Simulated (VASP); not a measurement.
# TaF (C2/m) in VASP: further runs

Runs on TaF. Level: PBE. Tasks: single point.

All numbers are computed with VASP 6.6.1; they aren't measurements. Logs are shortened: lines on timing, memory, paths and dates and some standing lists are left out, and cuts for length are marked.

### 1 The cell of the first run

The structure is monoclinic, space group C2/m (No. 12). Conventional cell: a = 4.887 Å, b = 3.066 Å, c = 8.325 Å, α = 90.00°, β = 101.38°, γ = 90.00°. Within 2.9 Å of Ta (site symmetry m) lie 3 F at 2.21 to 2.24 Å and 6 Ta at 2.84 to 2.88 Å. Within 2.9 Å of F (site symmetry m) lie 3 Ta at 2.21 to 2.24 Å and 4 F at 2.88 Å.

### 2 Single point, PBE

The input, INCAR:

```
SYSTEM = TaF
PREC = Accurate
ENCUT = 520
EDIFF = 1E-7
ISMEAR = 0
SIGMA = 0.2
LREAL = .False.
LASPH = .True.
NELM = 80
ALGO = Normal
ISIF = 2
LWAVE = .False.
LCHARG = .False.
GGA = PE
NBANDS = 26
```

The input, KPOINTS:

```
regular mesh
0
Gamma
  8 8 3
  0 0 0
```

The input, POSCAR:

```
TaF
1.0
    2.4420716161     -1.5330187497      0.0797638976
    2.4420716161      1.5330187497      0.0797638976
   -1.9085249531      0.0000000000      8.1034679403
Ta F
2 2
Direct
    0.8269974417      0.8269974417      0.1455191595
    0.1730025583      0.1730025583      0.8544808405
    0.2283017826      0.2283017826      0.3227137098
    0.7716982174      0.7716982174      0.6772862902
```

Potentials or basis: VASP PAW PBE potentials, release 64 (Ta_pv, F).

Run with:

```sh
> cat potpaw_PBE.64/Ta_pv/POTCAR potpaw_PBE.64/F/POTCAR > POTCAR
> mpirun -np 1 vasp_std > vasp.out
```

OUTCAR:

```text
SYSTEM = TaF
   PREC = Accurate
   ENCUT = 520
   EDIFF = 1E-7
   ISMEAR = 0
   LREAL = .False.
   LASPH = .True.
   NELM = 80
   ISIF = 2
   GGA = PE

 ion  position               nearest neighbor table
   1  0.827  0.827  0.146-   3 2.21   3 2.24   3 2.24   2 2.84   2 2.84   2 3.22
   2  0.173  0.173  0.854-   4 2.21   4 2.24   4 2.24   1 2.84   1 2.84   1 3.22
   3  0.228  0.228  0.323-   1 2.21   1 2.24   1 2.24
   4  0.772  0.772  0.677-   2 2.21   2 2.24   2 2.24

  LATTYP: Found a base centered monoclinic cell.
 ALAT       =     4.8867478173
 B/A-ratio  =     0.6274188098
 C/A-ratio  =     1.7036242918
 COS(beta)  =    -0.1973494521

  Lattice vectors:

 A1 = (   2.4420716161,  -1.5330187497,   0.0797638976)
 A2 = (   2.4420716161,   1.5330187497,   0.0797638976)
 A3 = (  -1.9085249531,   0.0000000000,   8.1034679403)

Analysis of symmetry for initial positions (statically):
=====================================================================
 Subroutine PRICEL returns:
 Original cell was already a primitive cell.

 Routine SETGRP: Setting up the symmetry group for a
 base centered monoclinic supercell.

 Subroutine GETGRP returns: Found  4 space group operations
 (whereof  4 operations were pure point group operations)
 out of a pool of  4 trial point group operations.

The static configuration has the point symmetry C_2h.

Analysis of symmetry for dynamics (positions and initial velocities):
=====================================================================
 Subroutine PRICEL returns:
 Original cell was already a primitive cell.

 Routine SETGRP: Setting up the symmetry group for a
 base centered monoclinic supercell.

 Subroutine GETGRP returns: Found  4 space group operations
 (whereof  4 operations were pure point group operations)
 out of a pool of  4 trial point group operations.

The dynamic configuration has the point symmetry C_2h.

 Subroutine INISYM returns: Found  4 space group operations
 (whereof  4 operations are pure point group operations),
 and found     1 'primitive' translations

----------------------------------------------------------------------------------------

                                     Primitive cell

  volume of cell :      61.1413

  direct lattice vectors                    reciprocal lattice vectors
     2.442071616 -1.533018750  0.079763898     0.203181202 -0.326153871  0.047853141
     2.442071616  1.533018750  0.079763898     0.203181202  0.326153871  0.047853141
    -1.908524953  0.000000000  8.103467940    -0.003999898  0.000000000  0.122461902

  length of vectors
     2.884479597  2.884479597  8.325182290     0.387232323  0.387232323  0.122527207

  position of ions in fractional coordinates (direct lattice)
     0.826997442  0.826997442  0.145519159
     0.173002558  0.173002558  0.854480841
     0.228301783  0.228301783  0.322713710
     0.771698217  0.771698217  0.677286290

  ion indices of the primitive-cell ions
   primitive index   ion index
                 1           1
                 2           2
                 3           3
                 4           4

----------------------------------------------------------------------------------------

 KPOINTS: regular mesh

Automatic generation of k-mesh.
 Grid dimensions read from file:
 generate k-points for:    8    8    3

 Generating k-lattice:

  Cartesian coordinates                     Fractional coordinates (reciprocal lattice)
     0.025397650 -0.040769234  0.005981643     0.125000000  0.000000000  0.000000000
     0.025397650  0.040769234  0.005981643     0.000000000  0.125000000  0.000000000
    -0.001333299  0.000000000  0.040820634    -0.000000000 -0.000000000  0.333333333

  Length of vectors
     0.048404040  0.048404040  0.040842402

  Shift w.r.t. Gamma in fractional coordinates (k-lattice)
     0.000000000  0.000000000  0.000000000

 Subroutine IBZKPT returns following result:
 ===========================================

 Found     57 irreducible k-points:

 Following reciprocal coordinates:
            Coordinates               Weight
  0.000000  0.000000  0.000000      1.000000
  0.125000  0.000000  0.000000      4.000000
  0.250000  0.000000  0.000000      4.000000
  0.375000  0.000000  0.000000      4.000000
  0.500000  0.000000  0.000000      2.000000
  0.125000  0.125000  0.000000      2.000000
[... 16 lines left out ...]
  0.125000  0.000000  0.333333      4.000000
  0.250000  0.000000  0.333333      4.000000
 [... further k-points ...]
   k-points           NKPTS =     57   k-points in BZ     NKDIM =     57   number of bands    NBANDS=     26
   number of dos      NEDOS =    301   number of ions     NIONS =      4
   total plane-waves  NPLWV =  36864
   dimension x,y,z NGX =    24 NGY =   24 NGZ =   64
   dimension x,y,z NGXF=    48 NGYF=   48 NGZF=  128
   ions per type =               2   2
   NGX,Y,Z   is equivalent  to a cutoff of  13.83, 13.83, 12.78 a.u.
   NGXF,Y,Z  is equivalent  to a cutoff of  27.66, 27.66, 25.56 a.u.
 SYSTEM =  TaF
   PREC   = accura    normal or accurate (medium, high low for compatibility)
   ISTART =      0    job   : 0-new  1-cont  2-samecut
   ICHARG =      2    charge: 1-file 2-atom 10-const
   ISPIN  =      1    spin polarized calculation?
   LNONCOLLINEAR =      F non collinear calculations
   LSORBIT =      F    spin-orbit coupling
   LASPH  =      T    aspherical Exc in radial PAW
   ENCUT  =  520.0 eV  38.22 Ry    6.18 a.u.   5.36  5.36 15.48*2*pi/ulx,y,z
   NELM   =     80;   NELMIN=  2; NELMDL= -5     # of ELM steps
   EDIFF  = 0.1E-06   stopping-criterion for ELM
   LREAL  =      F    real-space projection
   EDIFFG = 0.1E-05   stopping-criterion for IOM
   NSW    =      0    number of steps for IOM
   IBRION =     -1    ionic relax: 0-MD 1-quasi-New 2-CG
   NFREE  =      0    steps in history (QN), initial steepest desc. (CG)
   ISIF   =      2    stress and relaxation
   ISYM   =      2    0-nonsym 1-usesym 2-fastsym
   POTIM  = 0.5000    time-step for ionic-motion
   TEBEG  =    0.0;   TEEND  =   0.0 temperature during run
   PSTRESS=    0.0 pullay stress
   NELECT =      36.0000    total number of electrons
   NUPDOWN=      -1.0000    fix difference up-down
   EMIN   =  10.00;   EMAX   =-10.00  energy-range for DOS
   EFERMI =   0.00;   METHOD = LEGACY
   ISMEAR =     0;   SIGMA  =   0.20  broadening in eV -4-tet -1-fermi 0-gaus
   EFERMI_NEDOS =   21; number of points for ismear=-14 and -15
   IALGO  =     38    algorithm
   IMIX   =      4    mixing-type and parameters
     AMIX     =   0.40;   BMIX     =  1.00
     AMIX_MAG =   1.60;   BMIX_MAG =  1.00
  volume/ion in A,a.u.               =      15.29       103.15
  Fermi-wavevector in a.u.,A,eV,Ry     =   1.372137  2.592962 25.616493  1.882759
  Thomas-Fermi vector in A             =   2.497771
   LORBIT       =      0    0 simple, 1 ext, 2 COOP (PROOUT), +10 PAW based schemes
   GGA     = PE    functional components
   LHFCALC =     F    Hartree Fock is set to
   AEXX    =    0.0000 exact exchange contribution
   IVDW    =     0    specifies the selected vdW correction
   LEPSILON=     F    determine dielectric tensor
   LRPA    =     F    only Hartree local field effects (RPA)
 non-spin polarized calculation
 Gauss-broadening in eV      SIGMA  =   0.20
  energy-cutoff  :      520.00
  volume of cell :       61.14
 maximum number of plane-waves:      1671
 NGX is ok and might be reduce to    24
   NGX = 11   NGY = 11   NGZ = 31

 number of electron      36.0000007 magnetization

 Free energy of the ion-electron system (eV)
  ---------------------------------------------------
  ext. energy  EPLUGINS =         0.00000000
  ---------------------------------------------------
  free energy    TOTEN  =       -34.06856313 eV

  energy without entropy =      -34.04871929  energy(sigma->0) =      -34.05864121

 E-fermi :   4.5431     XC(G=0): -10.7688

 val. band max:        4.5368528364   @ k =  -0.1250  -0.1250   0.3333
 cond. band min:       4.5468363989   @ k =   0.1250   0.1250   0.0000
 fundamental gap:      0.0099835625
 Fermi energy:         4.5430721090

 k-point     1 :       0.0000    0.0000    0.0000
  band No.  band energies     occupation
      1     -31.1159      2.00000
      2     -30.5297      2.00000
      3     -30.2642      2.00000
      4     -30.1053      2.00000
      5     -29.9646      2.00000
      6     -29.9542      2.00000
[... 18 lines left out ...]
     25       8.0346      0.00000
     26       8.2071      0.00000

 k-point     2 :       0.1250    0.0000    0.0000
  band No.  band energies     occupation
      1     -31.0700      2.00000
      2     -30.5789      2.00000
      3     -30.3071      2.00000
      4     -30.2267      2.00000
      5     -30.0262      2.00000
      6     -30.0088      2.00000
[... 18 lines left out ...]
     25       8.2831      0.00000
     26       8.4863      0.00000

 k-point     3 :       0.2500    0.0000    0.0000
  band No.  band energies     occupation
      1     -30.9624      2.00000
      2     -30.7803      2.00000
      3     -30.5483      2.00000
      4     -30.3820      2.00000
      5     -30.1245      2.00000
      6     -30.0750      2.00000
[... 18 lines left out ...]
     25       8.4836      0.00000
     26       9.4655      0.00000

 k-point     4 :       0.3750    0.0000    0.0000
  band No.  band energies     occupation
      1     -31.0406      2.00000
      2     -30.9905      2.00000
      3     -30.6882      2.00000
      4     -30.4582      2.00000
      5     -30.1884      2.00000
      6     -30.1225      2.00000
[... 18 lines left out ...]
     25       9.0009      0.00000
     26      10.3468      0.00000
[... 496 lines left out ...]
      1     -31.1157      2.00000
      2     -30.5300      2.00000
      3     -30.2643      2.00000
      4     -30.1053      2.00000
      5     -29.9646      2.00000
      6     -29.9542      2.00000
[... 18 lines left out ...]
     25       8.1750      0.00000
     26       8.9301      0.00000

 k-point    23 :       0.1250    0.0000    0.3333
  band No.  band energies     occupation
      1     -31.0698      2.00000
      2     -30.5792      2.00000
      3     -30.3072      2.00000
      4     -30.2266      2.00000
      5     -30.0262      2.00000
      6     -30.0088      2.00000
[... 18 lines left out ...]
     25       8.1553      0.00000
     26       8.5904      0.00000

 k-point    24 :       0.2500    0.0000    0.3333
  band No.  band energies     occupation
      1     -30.9623      2.00000
      2     -30.7804      2.00000
      3     -30.5482      2.00000
      4     -30.3820      2.00000
      5     -30.1245      2.00000
      6     -30.0750      2.00000
[... 18 lines left out ...]
     25       8.5779      0.00000
     26       9.0385      0.00000

 [... further k-points ...]

------------------------ aborting loop because EDIFF is reached ----------------------------------------

  FORCE on cell =-STRESS in cart. coord.  units (eV):
  Direction    XX          YY          ZZ          XY          YZ          ZX
  --------------------------------------------------------------------------------------
  -------------------------------------------------------------------------------------
  Total        0.1056045      0.0975569      0.2117327      0.0000000      0.0000000     -0.0018840
  in kB        2.7673131      2.5564288      5.5483466      0.0000000      0.0000000     -0.0493704
  external PRESSURE =       3.6240295 kB  Pullay stress =       0.0000000 kB

 VOLUME and BASIS-vectors are now :
 -----------------------------------------------------------------------------
  energy-cutoff  :      520.00
  volume of cell :       61.14
      direct lattice vectors                 reciprocal lattice vectors
     2.442071616 -1.533018750  0.079763898     0.203181202 -0.326153871  0.047853141
     2.442071616  1.533018750  0.079763898     0.203181202  0.326153871  0.047853141
    -1.908524953  0.000000000  8.103467940    -0.003999898  0.000000000  0.122461902

 POSITION                                       TOTAL-FORCE (eV/Angst)
 -----------------------------------------------------------------------------------
      3.76145      0.00000      1.31114        -0.002837      0.000000     -0.014593
     -0.78583      0.00000      6.95186         0.002837      0.000000      0.014593
      0.49915      0.00000      2.65152         0.000098      0.000000      0.032294
      2.47647      0.00000      5.61148        -0.000098      0.000000     -0.032294
 -----------------------------------------------------------------------------------
    total drift:                                0.000000     -0.000000     -0.000000

  FREE ENERGIE OF THE ION-ELECTRON SYSTEM (eV)
  ---------------------------------------------------
  free  energy   TOTEN  =       -34.0685631294 eV

  energy  without entropy=      -34.0487192907  energy(sigma->0) =      -34.05864121
```

It took 44 s on 1 thread of Intel Xeon Platinum 8488C (Sapphire Rapids), shared host; peak memory 0.22 GiB.

Results:

| Property | Result |
| --- | --- |
| Free energy | -34.0686 eV |
| Pressure | 0.4 GPa |
| Largest force | 0.032 eV/Å |
| Band gap on the k mesh | zero (band 18 reaches 5.04 eV, above the bottom of band 19 at 4.05 eV) |

Forces in eV/Å, atoms in the order of the input:
```
Ta  -0.003  0.000 -0.015
Ta   0.003  0.000  0.015
F    0.000  0.000  0.032
F    0.000  0.000 -0.032
```

Stress tensor (GPa, compression positive):
```
0.28 0.00 0.00
0.00 0.26 0.00
0.00 0.00 0.55
```

Caveat: spin-orbit coupling is left out, which moves the levels of the heavy elements.

### 3 Single point, PBE

The input, INCAR:

```
SYSTEM = TaF
PREC = Accurate
ENCUT = 600
EDIFF = 1E-6
ISMEAR = 0
SIGMA = 0.2
LREAL = .False.
LASPH = .True.
NELM = 120
ALGO = Normal
ISIF = 2
LWAVE = .False.
LCHARG = .False.
GGA = PE
NBANDS = 28
GGA_COMPAT = .False.
```

KPOINTS is that of step 2.

POSCAR is that of step 2.

Potentials or basis: VASP PAW PBE potentials, release 64 (Ta_sv_GW, F).

Run with:

```sh
> cat potpaw_PBE.64/Ta_sv_GW/POTCAR potpaw_PBE.64/F/POTCAR > POTCAR
> mpirun -np 1 vasp_std > vasp.out
```

Wall time 1.8 min (1 thread of Intel Xeon Platinum 8488C (Sapphire Rapids), shared host); peak memory 0.26 GiB.

Results (log left out):

```
Free energy            : -39.0839 eV
Pressure               : 0.0 GPa
Largest force          : 0.014 eV/Å
Band gap on the k mesh : zero (band 20 reaches 8.00 eV, above the bottom of band 21 at 7.01 eV)
```

Forces on the atoms (eV/Å):
```
Ta  -0.001  0.000 -0.005
Ta   0.001  0.000  0.005
F   -0.002  0.000  0.013
F    0.002  0.000 -0.013
```

Stress tensor (GPa, compression positive):
```
-0.18  0.00 -0.03
 0.00 -0.14  0.00
-0.03  0.00  0.21
```

Levels at points of the mesh, in eV from the Fermi level:
```csv
k point,band 18,band 19,band 20,band 21,band 22,band 23
"(0.00, 0.00, 0.00)",-3.52,-0.94,-0.81,-0.24,1.14,1.27
"(0.50, 0.00, 0.00)",-3.23,-2.80,-1.29,2.35,2.94,3.35
"(0.50, 0.50, 0.00)",-3.04,-2.78,0.45,0.64,2.62,4.01
```

Caveat: spin-orbit coupling is left out, which moves the levels of the heavy elements.
